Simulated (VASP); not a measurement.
Crystal: Zn3CdTe4.

```
CELL_PARAMETERS angstrom
4.45692 -0.04367 -0.02420
-0.04367 4.39202 0.01194
-0.06875 0.03391 12.31917
ATOMIC_POSITIONS crystal
Zn 0.98353 0.99314 0.75595
Zn 0.47710 0.50536 0.00432
Zn 0.02378 0.01448 0.24484
Cd 0.50226 0.48874 0.49656
Te 0.49722 0.98715 0.87699
Te 0.00735 0.49293 0.12642
Te 0.49818 0.00307 0.35746
Te 0.01056 0.51514 0.63747
```

- Program: VASP 6.6.1
- Task: relaxation of cell and atoms
- Functional: PBE
- Potentials or basis: VASP PAW PBE potentials, release 64 (Zn, Cd, Te)
- Cutoff: 600 eV
- k mesh: 4 × 4 × 1
- Occupations: gaussian, width 0.1 eV
- Spin: no spin polarisation

At the start: pressure 1.9 GPa; volume 30.14 Å³/atom.

Task: Where does the relaxation end?

Result: Over 17 steps the energy falls by 29.7 meV/atom and the volume is 31.20 Å³/atom (+3.5 %); space group C2 (No. 5, to 0.05 Å).

Step by step:
| step | energy change (eV) | largest force (eV/Å) | pressure (GPa) | volume (Å³) |
| --- | --- | --- | --- | --- |
| 1 | 0.0000 | 0.8603 | 1.90 | 241.11 |
| 2 | -0.1695 | 0.3518 | -0.57 | 253.76 |
| 3 | -0.1707 | 0.3133 | -0.77 | 255.04 |
| 4 | -0.2112 | 0.1953 | -0.30 | 251.48 |
| 5 | -0.2220 | 0.1638 | 0.18 | 248.47 |
| 6 | -0.2271 | 0.1114 | 0.05 | 249.33 |
| 7 | -0.2291 | 0.1034 | -0.11 | 250.31 |
| 8 | -0.2329 | 0.0611 | -0.03 | 249.71 |
| 9 | -0.2343 | 0.0502 | 0.06 | 249.18 |
| 10 | -0.2343 | 0.0524 | 0.07 | 249.10 |
| 11 | -0.2357 | 0.0513 | -0.03 | 249.67 |
| 12 | -0.2358 | 0.0568 | -0.09 | 249.96 |
| 13 | -0.2365 | 0.0454 | 0.03 | 249.19 |
| 14 | -0.2365 | 0.0437 | 0.08 | 249.02 |
| 15 | -0.2371 | 0.0304 | 0.01 | 249.31 |
| 16 | -0.2372 | 0.0341 | 0.01 | 249.44 |
| 17 | -0.2375 | 0.0199 | -0.03 | 249.62 |

Final structure:
```
Zn Cd Te
1.0
     4.46428   -0.00361   -0.00232
    -0.00332    4.46182    0.00046
    -0.00727    0.00183   12.53172
Zn Cd Te
3 1 4
Direct
  0.99623 0.00080 0.76013
  0.49734 0.49978 0.99970
  0.00401 0.00119 0.23994
  0.50153 0.49801 0.50036
  0.49716 0.99979 0.87989
  0.99867 0.50110 0.11961
  0.50395 0.99867 0.35954
  0.00112 0.50065 0.64083
```

Caveat: the k points lie up to 0.50 Å⁻¹ apart in the final cell.
